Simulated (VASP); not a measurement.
# Be24NO in VASP: notebook

Runs on Be24NO. Level: PBE. Tasks: single point.

Program: VASP 6.6.1. These are calculated values, not measurements. Logs are shortened: lines on timing, memory, paths and dates and some standing lists are left out, and cuts for length are marked.

**1. The cell of the first run**

The cell holds a slab with vacuum, 26 atoms: a = 4.525 Å, b = 7.134 Å, c = 22.369 Å, α = 90.00°, β = 90.00°, γ = 90.00°.

**2. Single point, PBE, collinear spin, ferromagnetic start**

INCAR

```
SYSTEM = Be24NO
ALGO = Normal ; DIPOL = 0.5 0.5 0.295
EDIFF = 1E-6 ; ENCUT = 520
GGA = PE ; GGA_COMPAT = .FALSE.
IDIPOL = 3 ; ISIF = 2
ISMEAR = 0 ; ISPIN = 2
KPAR = 4 ; LASPH = .TRUE.
LCHARG = .FALSE. ; LDIPOL = .TRUE.
LORBIT = 11 ; LREAL = .FALSE.
LWAVE = .FALSE. ; MAGMOM = 0 0 0 0 0 0 0 0 0 0 0 0 0 0 0 0 0 0 0 0 0 0 0 0 1 0
NBANDS = 52 ; NELM = 200
NELMDL = -8 ; PREC = Accurate
SIGMA = 0.1
```

KPOINTS

```
k-points
0
G
  6 4 1
  0 0 0
```

POSCAR

```
Be24NO
1.0
    4.5254381411      0.0000000000      0.0000000000
    0.0000000000      7.1336190820      0.0000000000
    0.0000000000      0.0000000000     22.3685529248
Be N O
24 1 1
Direct
    0.0000000000      0.3750000000      0.1788224752
    0.0000000000      0.8750000000      0.1788224752
    0.5000000000      0.3750000000      0.1788224752
    0.5000000000      0.8750000000      0.1788224752
    0.2500000000      0.1250000000      0.2080237711
    0.2500000000      0.6250000000      0.2080237711
    0.7500000000      0.1250000000      0.2080237711
    0.7500000000      0.6250000000      0.2080237711
    0.2500000000      0.3750000000      0.2664263628
    0.2500000000      0.8750000000      0.2664263628
    0.7500000000      0.3750000000      0.2664263628
    0.7500000000      0.8750000000      0.2664263628
    0.0000000000      0.1250000000      0.2903069137
    0.0000000000      0.6250000000      0.2903069137
    0.5000000000      0.1250000000      0.2903069137
    0.5000000000      0.6250000000      0.2903069137
    0.0000000000      0.3750000000      0.3546814205
    0.0000000000      0.8750000000      0.3546814205
    0.5000000000      0.3750000000      0.3546814205
    0.5000000000      0.8750000000      0.3546814205
    0.2500000000      0.1250000000      0.3741213369
    0.2500000000      0.6250000000      0.3741213369
    0.7500000000      0.1250000000      0.3741213369
    0.7500000000      0.6250000000      0.3741213369
    0.7500000000      0.4583333333      0.4604031812
    0.7861514845      0.4944848178      0.5113583091
```

Potentials or basis: VASP PAW PBE potentials, release 64 (Be, N, O).

Command:

```
$ cat potpaw_PBE.64/Be/POTCAR potpaw_PBE.64/N/POTCAR potpaw_PBE.64/O/POTCAR > POTCAR
$ mpirun -np 4 vasp_std > vasp.out
```

OUTCAR:

```text
SYSTEM = Be24NO
   EDIFF = 1E-6
   ENCUT = 520
   GGA = PE
   ISIF = 2
   ISMEAR = 0
   ISPIN = 2
   LASPH = .TRUE.
   LORBIT = 11
   LREAL = .FALSE.
   NELM = 200
   NELMDL = -8
   PREC = Accurate

 ion  position               nearest neighbor table
   1  0.000  0.375  0.179-   5 2.21   6 2.21   7 2.21   8 2.21   9 2.26  11 2.26   3 2.26   3 2.26

   2  0.000  0.875  0.179-   5 2.21   6 2.21   7 2.21   8 2.21  10 2.26  12 2.26   4 2.26   4 2.26

   3  0.500  0.375  0.179-   5 2.21   6 2.21   7 2.21   8 2.21   9 2.26  11 2.26   1 2.26   1 2.26
[... 39 lines left out ...]
  23  0.750  0.125  0.374-  17 2.16  18 2.16  19 2.16  20 2.16  13 2.19  15 2.19  21 2.26  21 2.26

  24  0.750  0.625  0.374-  17 2.16  18 2.16  19 2.16  20 2.16  14 2.19  16 2.19  22 2.26  22 2.26

  25  0.750  0.458  0.460-  26 1.18
  26  0.786  0.494  0.511-  25 1.18

  LATTYP: Found a simple orthorhombic cell.
 ALAT       =     4.5254381411
 B/A-ratio  =     1.5763377732
 C/A-ratio  =     4.9428480132

  Lattice vectors:

 A1 = (   4.5254381411,   0.0000000000,   0.0000000000)
 A2 = (   0.0000000000,   7.1336190820,   0.0000000000)
 A3 = (   0.0000000000,   0.0000000000,  22.3685529248)

Analysis of symmetry for initial positions (statically):
=====================================================================
 Subroutine PRICEL returns:
 Original cell was already a primitive cell.

 Routine SETGRP: Setting up the symmetry group for a
 simple orthorhombic supercell.

 Subroutine GETGRP returns: Found  1 space group operations
 (whereof  1 operations were pure point group operations)
 out of a pool of  8 trial point group operations.

The static configuration has the point symmetry C_1 .

Analysis of symmetry for dynamics (positions and initial velocities):
=====================================================================
 Subroutine PRICEL returns:
 Original cell was already a primitive cell.

 Routine SETGRP: Setting up the symmetry group for a
 simple orthorhombic supercell.

 Subroutine GETGRP returns: Found  1 space group operations
 (whereof  1 operations were pure point group operations)
 out of a pool of  8 trial point group operations.

The dynamic configuration has the point symmetry C_1 .

Analysis of structural, dynamic, and magnetic symmetry:
=====================================================================
 Subroutine PRICEL returns:
 Original cell was already a primitive cell.

 Routine SETGRP: Setting up the symmetry group for a
 simple orthorhombic supercell.

 Subroutine GETGRP returns: Found  1 space group operations
 (whereof  1 operations were pure point group operations)
 out of a pool of  8 trial point group operations.

The overall configuration has the point symmetry C_1 .

 Subroutine INISYM returns: Found  1 space group operations
 (whereof  1 operations are pure point group operations),
 and found     1 'primitive' translations

----------------------------------------------------------------------------------------

                                     Primitive cell

  volume of cell :     722.1184

  direct lattice vectors                    reciprocal lattice vectors
     4.525438141  0.000000000  0.000000000     0.220973079  0.000000000  0.000000000
     0.000000000  7.133619082  0.000000000     0.000000000  0.140181300  0.000000000
     0.000000000  0.000000000 22.368552925     0.000000000  0.000000000  0.044705619

  length of vectors
     4.525438141  7.133619082 22.368552925     0.220973079  0.140181300  0.044705619

  position of ions in fractional coordinates (direct lattice)
     0.000000000  0.375000000  0.178822475
     0.000000000  0.875000000  0.178822475
     0.500000000  0.375000000  0.178822475
     0.500000000  0.875000000  0.178822475
     0.250000000  0.125000000  0.208023771
     0.250000000  0.625000000  0.208023771
[... 18 lines left out ...]
     0.750000000  0.458333333  0.460403181
     0.786151485  0.494484818  0.511358309

  ion indices of the primitive-cell ions
   primitive index   ion index
                 1           1
                 2           2
                 3           3
                 4           4
                 5           5
                 6           6
[... 18 lines left out ...]
                25          25
                26          26

[... 32 lines left out ...]
  0.000000  0.250000  0.000000      2.000000
  0.166667  0.250000  0.000000      2.000000
  0.166667 -0.250000  0.000000      2.000000
  0.333333  0.250000  0.000000      2.000000
  0.333333 -0.250000  0.000000      2.000000
  0.500000  0.250000  0.000000      2.000000
  0.000000  0.500000  0.000000      1.000000
  0.166667  0.500000  0.000000      2.000000
  0.333333  0.500000  0.000000      2.000000
  0.500000  0.500000  0.000000      1.000000
   k-points           NKPTS =     14   k-points in BZ     NKDIM =     14   number of bands    NBANDS=     52
   number of dos      NEDOS =    301   number of ions     NIONS =     26
   total plane-waves  NPLWV = 326592
   dimension x,y,z NGX =    36 NGY =   54 NGZ =  168
   dimension x,y,z NGXF=    72 NGYF=  108 NGZF=  336
   ions per type =              24   1   1
   NGX,Y,Z   is equivalent  to a cutoff of  13.22, 12.58, 12.49 a.u.
   NGXF,Y,Z  is equivalent  to a cutoff of  26.45, 25.17, 24.97 a.u.
 SYSTEM =  Be24NO
   PREC   = accura    normal or accurate (medium, high low for compatibility)
   ISTART =      0    job   : 0-new  1-cont  2-samecut
   ICHARG =      2    charge: 1-file 2-atom 10-const
   ISPIN  =      2    spin polarized calculation?
   LNONCOLLINEAR =      F non collinear calculations
   LSORBIT =      F    spin-orbit coupling
   LASPH  =      T    aspherical Exc in radial PAW
   ENCUT  =  520.0 eV  38.22 Ry    6.18 a.u.   8.41 13.26 41.59*2*pi/ulx,y,z
   NELM   =    200;   NELMIN=  2; NELMDL= -8     # of ELM steps
   EDIFF  = 0.1E-05   stopping-criterion for ELM
   LREAL  =      F    real-space projection
   EDIFFG = 0.1E-04   stopping-criterion for IOM
   NSW    =      0    number of steps for IOM
   IBRION =     -1    ionic relax: 0-MD 1-quasi-New 2-CG
   NFREE  =      0    steps in history (QN), initial steepest desc. (CG)
   ISIF   =      2    stress and relaxation
   ISYM   =      2    0-nonsym 1-usesym 2-fastsym
   POTIM  = 0.5000    time-step for ionic-motion
   TEBEG  =    0.0;   TEEND  =   0.0 temperature during run
   PSTRESS=    0.0 pullay stress
   NELECT =      59.0000    total number of electrons
   NUPDOWN=      -1.0000    fix difference up-down
   EMIN   =  10.00;   EMAX   =-10.00  energy-range for DOS
   EFERMI =   0.00;   METHOD = LEGACY
   ISMEAR =     0;   SIGMA  =   0.10  broadening in eV -4-tet -1-fermi 0-gaus
   EFERMI_NEDOS =   21; number of points for ismear=-14 and -15
   IALGO  =     38    algorithm
   IMIX   =      4    mixing-type and parameters
     AMIX     =   0.40;   BMIX     =  1.00
     AMIX_MAG =   1.60;   BMIX_MAG =  1.00
  volume/ion in A,a.u.               =      27.77       187.43
  Fermi-wavevector in a.u.,A,eV,Ry     =   0.710378  1.342419  6.865997  0.504637
  Thomas-Fermi vector in A             =   1.797209
   LORBIT       =     11    0 simple, 1 ext, 2 COOP (PROOUT), +10 PAW based schemes
   GGA     = PE    functional components
   LHFCALC =     F    Hartree Fock is set to
   AEXX    =    0.0000 exact exchange contribution
   IVDW    =     0    specifies the selected vdW correction
   LEPSILON=     F    determine dielectric tensor
   LRPA    =     F    only Hartree local field effects (RPA)
 spin polarized calculation
 Gauss-broadening in eV      SIGMA  =   0.10
  energy-cutoff  :      520.00
  volume of cell :      722.12
 maximum number of plane-waves:     19505
 NGX is ok and might be reduce to    36
   NGX = 17   NGY = 27   NGZ = 83

 dipolmoment           0.000000      0.000000     -0.001963 electrons x Angstroem

 number of electron      59.0000002 magnetization       0.6347703

 dipolmoment           0.000000      0.000000      0.084312 electrons x Angstroem

 Free energy of the ion-electron system (eV)
  ---------------------------------------------------
  ext. energy  EPLUGINS =         0.00000000
  ---------------------------------------------------
  free energy    TOTEN  =       -95.55704405 eV

  energy without entropy =      -95.52765012  energy(sigma->0) =      -95.54234708

 E-fermi :  -1.4225     XC(G=0):  -3.9900

 val. band max:       -1.4284320999   @ k =   0.0000   0.0000   0.0000
 cond. band min:      -1.4187767765   @ k =   0.3333  -0.2500   0.0000
 fundamental gap:      0.0096553234
 Fermi energy:        -1.4225122222

 spin component 1

 k-point     1 :       0.0000    0.0000    0.0000
  band No.  band energies     occupation
      1     -27.6574      1.00000
      2     -13.7896      1.00000
      3     -11.6792      1.00000
      4      -9.7878      1.00000
      5      -9.5682      1.00000
      6      -9.5160      1.00000
[... 605 lines left out ...]
     40       3.0519      0.00000
     41       3.0549      0.00000
 Fermi energy:        -1.4225122222

 spin component 2

 k-point     1 :       0.0000    0.0000    0.0000
  band No.  band energies     occupation
      1     -27.3172      1.00000
      2     -13.2482      1.00000
      3     -11.6755      1.00000
      4      -9.7165      1.00000
      5      -9.5601      1.00000
      6      -9.5151      1.00000
[... 605 lines left out ...]
     40       3.0393      0.00000
     41       3.0495      0.00000
 [bands above 41 left out]

------------------------ aborting loop because EDIFF is reached ----------------------------------------

 vacuum level on the upper side and lower side of the slab       (xc-potential included)         0.233        -0.229

  FORCE on cell =-STRESS in cart. coord.  units (eV):
  Direction    XX          YY          ZZ          XY          YZ          ZX
  --------------------------------------------------------------------------------------
  -------------------------------------------------------------------------------------
  Total       -0.5507068     -4.9890007     -0.6844350      0.0754949      1.0381157     -0.0490895
  in kB       -1.2218632    -11.0691866     -1.5185684      0.1675019      2.3032863     -0.1089157
  external PRESSURE =      -4.6032061 kB  Pullay stress =       0.0000000 kB

 VOLUME and BASIS-vectors are now :
 -----------------------------------------------------------------------------
  energy-cutoff  :      520.00
  volume of cell :      722.12
      direct lattice vectors                 reciprocal lattice vectors
     4.525438141  0.000000000  0.000000000     0.220973079  0.000000000  0.000000000
     0.000000000  7.133619082  0.000000000     0.000000000  0.140181300  0.000000000
     0.000000000  0.000000000 22.368552925     0.000000000  0.000000000  0.044705619

 POSITION                                       TOTAL-FORCE (eV/Angst)
 -----------------------------------------------------------------------------------
      0.00000      2.67511      4.00000         0.053364     -0.019452      0.565230
      0.00000      6.24192      4.00000        -0.034134      0.003631      0.538875
      2.26272      2.67511      4.00000        -0.050684     -0.023711      0.552634
      2.26272      6.24192      4.00000         0.037351     -0.001841      0.566129
      1.13136      0.89170      4.65319         0.002691      0.040512     -0.745263
      1.13136      4.45851      4.65319        -0.001130      0.002005     -0.724402
[... 18 lines left out ...]
      3.39408      3.26958     10.29855        -0.147446      0.163067      0.094220
      3.55768      3.52747     11.43835         0.102634      0.126585     -0.112508
 -----------------------------------------------------------------------------------
    total drift:                                0.000071      0.000191     -0.001456

  FREE ENERGIE OF THE ION-ELECTRON SYSTEM (eV)
  ---------------------------------------------------
  free  energy   TOTEN  =       -95.5570440522 eV

  energy  without entropy=      -95.5276501171  energy(sigma->0) =      -95.54234708

 vacuum level on the upper side and lower side of the slab         3.419         2.946

 total charge

# of ion       s       p       d       tot
------------------------------------------
    1        0.410   0.605   0.000   1.016
    2        0.413   0.602   0.000   1.015
    3        0.411   0.605   0.000   1.016
    4        0.414   0.602   0.000   1.015
    5        0.419   0.742   0.000   1.162
    6        0.421   0.742   0.000   1.163
[... 18 lines left out ...]
   25        1.348   2.300   0.000   3.649
   26        1.615   3.435   0.000   5.050
--------------------------------------------------
tot         13.056  22.758   0.000  35.814

 magnetization (x)

# of ion       s       p       d       tot
------------------------------------------
    1       -0.002  -0.003   0.000  -0.005
    2       -0.004  -0.004   0.000  -0.008
    3       -0.003  -0.003   0.000  -0.006
    4       -0.003  -0.004   0.000  -0.007
    5        0.000   0.000   0.000   0.000
    6       -0.001   0.000   0.000  -0.000
[... 18 lines left out ...]
   25        0.008   0.257   0.000   0.265
   26        0.003   0.215   0.000   0.218
--------------------------------------------------
tot         -0.012   0.481   0.000   0.469
```

It took 14 min on 4 MPI ranks of Intel Xeon 6975P-C (Granite Rapids), shared host; peak memory 1.4 GiB.

Results:

```yaml
Free_energy: -95.5570 eV
Largest_force: 0.777 eV/Å
Net_moment: 0.63 μB per cell
Site_moments: Be -0.01, +0.00, -0.00, +0.01, -0.02, +0.02; N +0.27; O +0.22 μB
Valence_electrons_inside_the_program's_atomic_spheres: Be 1.02, 1.01, 1.16, 1.18, 1.17, 1.21, 1.14, 1.07, 1.08, 1.09; N 3.65; O 5.05
```

Forces on the atoms (eV/Å):
```
Be   0.053 -0.019  0.565
Be  -0.034  0.004  0.539
Be  -0.051 -0.024  0.553
Be   0.037 -0.002  0.566
Be   0.003  0.041 -0.745
Be  -0.001  0.002 -0.724
Be  -0.003 -0.003 -0.777
Be   0.003 -0.011 -0.640
Be  -0.007 -0.022  0.170
Be   0.022  0.002  0.135
Be  -0.008 -0.034  0.129
Be  -0.010 -0.001  0.172
Be   0.010 -0.014  0.021
Be   0.031  0.012  0.074
Be  -0.005 -0.021 -0.015
Be   0.004  0.005  0.085
Be   0.167 -0.163 -0.206
Be  -0.023  0.066 -0.083
Be  -0.193 -0.212 -0.360
Be   0.008  0.078 -0.060
Be   0.023  0.047  0.046
Be   0.001 -0.007 -0.051
Be  -0.005  0.035  0.019
Be   0.024 -0.048  0.605
N   -0.147  0.163  0.094
O    0.103  0.127 -0.113
```

Caveat: the standard files for N, O and F lose accuracy on very short bonds.

(Continued in part 2 of 3.)
